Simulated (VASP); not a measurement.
Set up this calculation in VASP 6.6.1, as the native input.

| Item | Value |
| --- | --- |
| Task | single point |
| Functional | r2SCAN |
| Potentials or basis | VASP PAW PBE potentials, release 64 (Eu) |
| Cutoff | 520 eV |
| k mesh | 10 × 10 × 10 |
| Occupations | methfessel-paxton, width 1 eV |
| Spin | collinear spin, ferromagnetic start |
| Starting moments | [7.31] μB |
| Dipole correction | no |
| Further INCAR settings | ALGO = Normal; EDIFF = 1e-06; NBANDS = 18 |

Eu:

```xyz
1
Lattice="-2.2275 2.2275 2.2275 2.2275 -2.2275 2.2275 2.2275 2.2275 -2.2275" Properties=species:S:1:pos:R:3 pbc="T T T"
Eu    0.0000    0.0000    0.0000
```

The input as run:

POSCAR

```
Eu
1.0
   -2.2274745855      2.2274745855      2.2274745855
    2.2274745855     -2.2274745855      2.2274745855
    2.2274745855      2.2274745855     -2.2274745855
Eu
1
Direct
    0.0000000000      0.0000000000      0.0000000000
```

INCAR.step1

```
  PREC = Accurate
  ENCUT = 520
  ISMEAR = 1
  SIGMA = 1.0
  LREAL = F
  LASPH = T
  NELM = 150
  ISPIN = 2
  MAGMOM = 7.31
  LMAXMIX = 6
  NBANDS = 18
  GGA = PE
  ALGO = Normal
  EDIFF = 1E-4
  LWAVE = T
  LCHARG = F
```

INCAR.step2

```
  PREC = Accurate
  ENCUT = 520
  EDIFF = 1E-6
  ISMEAR = 1
  SIGMA = 1.0
  LREAL = F
  LASPH = T
  NELM = 150
  ALGO = Normal
  ISIF = 2
  LWAVE = F
  LCHARG = F
  ISPIN = 2
  MAGMOM = 7.31
  LORBIT = 11
  LMAXMIX = 6
  METAGGA = R2SCAN
  LMIXTAU = T
  NBANDS = 18
  ISTART = 1
```

KPOINTS

```
Automatic mesh
0
Gamma
  10 10 10
```

Potentials or basis: VASP PAW PBE potentials, release 64 (Eu).

The run is started by

```bash
$ cat potpaw_PBE.64/Eu/POTCAR > POTCAR
$ cp INCAR.step1 INCAR
$ mpirun -np 1 vasp_std > vasp.out
$ cp INCAR.step2 INCAR
$ mpirun -np 1 vasp_std > vasp.out
```

Results of the run:

The pressure is -0.7 GPa and the net moment is 7.92 μB per cell. The site moments are Eu +6.72 μB and the valence electrons inside the program's atomic spheres are Eu 14.77.

Caveat: the PAW data sets were made with another functional, which shifts forces and pressure a little.

Wall time 13 min on 1 thread of AMD EPYC 9755 128-Core Processor, on a shared host, peak memory 0.21 GiB.
